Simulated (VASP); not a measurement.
Wanted: the native input for a VASP 6.6.1 run.

```
Task                   : single point
Functional             : LDA
Potentials or basis    : VASP PAW LDA potentials, release 64 (Ir)
Cutoff                 : 520 eV
k mesh                 : 18 × 18 × 18
Occupations            : gaussian, width 0.1 eV
Spin                   : no spin polarisation
Dipole correction      : no
Further INCAR settings : ALGO = Normal; EDIFF = 1e-07; NBANDS = 10
```

The structure of Ir lies in POSCAR:

```
Ir
1.0
    0.0000000000      1.9054060557      1.9054060557
    1.9054060557      0.0000000000      1.9054060557
    1.9054060557      1.9054060557      0.0000000000
Ir
1
Direct
    0.0000000000      0.0000000000      0.0000000000
```

The input as run:

INCAR

```
SYSTEM = Ir
PREC = Accurate
ENCUT = 520
EDIFF = 1E-7
ISMEAR = 0
SIGMA = 0.1
LREAL = .False.
LASPH = .True.
NELM = 100
ALGO = Normal
ISIF = 2
LWAVE = .False.
LCHARG = .True.
GGA = CA
LELF = .True.
LVHAR = .True.
NBANDS = 10
```

KPOINTS

```
Automatic mesh
0
Gamma
  18 18 18
  0 0 0
```

Potentials or basis: VASP PAW LDA potentials, release 64 (Ir).

Launch:

```sh
$ cat potpaw_LDA.64/Ir/POTCAR > POTCAR
$ mpirun -np 1 vasp_std > vasp.out
```

Results of the run:

The pressure is 2.7 GPa.

Wall time 32 s on 1 thread of Intel Xeon 8259CL, with other jobs on the host, peak memory 0.14 GiB.
